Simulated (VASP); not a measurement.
The system is GdSbTe3.

```
Gd Sb Te
1.0
     5.29211    0.00000    0.00000
     0.00000    5.29211    0.00000
     0.00000    0.00000    5.29211
Gd Sb Te
1 1 3
Direct
  0.00000 0.00000 0.00000
  0.50000 0.50000 0.50000
  0.00000 0.50000 0.50000
  0.50000 0.50000 0.00000
  0.50000 0.00000 0.50000
```

The cell was built from a structure type or drawn by symmetry, and may not be a known phase.

```yaml
Program: VASP 6.6.1
Task: relaxation of cell and atoms
Functional: PBE
Potentials_or_basis: VASP PAW PBE potentials, release 64 (Gd, Sb, Te)
Cutoff: 600 eV
k_mesh: 4 × 4 × 4
Occupations: gaussian, width 0.1 eV
Spin: collinear spin, ferromagnetic start
Starting_moments: "[7.0, 0.0, 0.0, 0.0, 0.0] μB"
```

At the start: pressure 15.1 GPa; volume 29.64 Å³/atom.

How do energy, volume and symmetry change on relaxing?

Over 3 steps the energy falls by 291.5 meV/atom and the volume is 37.26 Å³/atom (+25.7 %); space group Pm-3m (No. 221, to 0.1 Å) before and after; moment 6.65 μB per cell.

Step by step:
```tsv
step	energy change (eV)	largest force (eV/Å)	pressure (GPa)	volume (Å³)
1	0.0000	0.0000	15.09	148.21
2	-1.0049	0.0000	-4.17	216.52
3	-1.4577	0.0000	0.01	186.30
```

Final structure:
```
Gd Sb Te
1.0
     5.71131    0.00000    0.00000
     0.00000    5.71131    0.00000
     0.00000    0.00000    5.71131
Gd Sb Te
1 1 3
Direct
  0.00000 0.00000 0.00000
  0.50000 0.50000 0.50000
  0.00000 0.50000 0.50000
  0.50000 0.50000 0.00000
  0.50000 0.00000 0.50000
```

Caveat: the electronic state changed during the relaxation; the volume moved by over 15 % at a fixed basis, so the end points are rough; a cell with one magnetic atom can't hold antiferromagnetic order, which such compounds often take; semilocal functionals describe open f shells poorly, which spoils levels, moments and volumes.
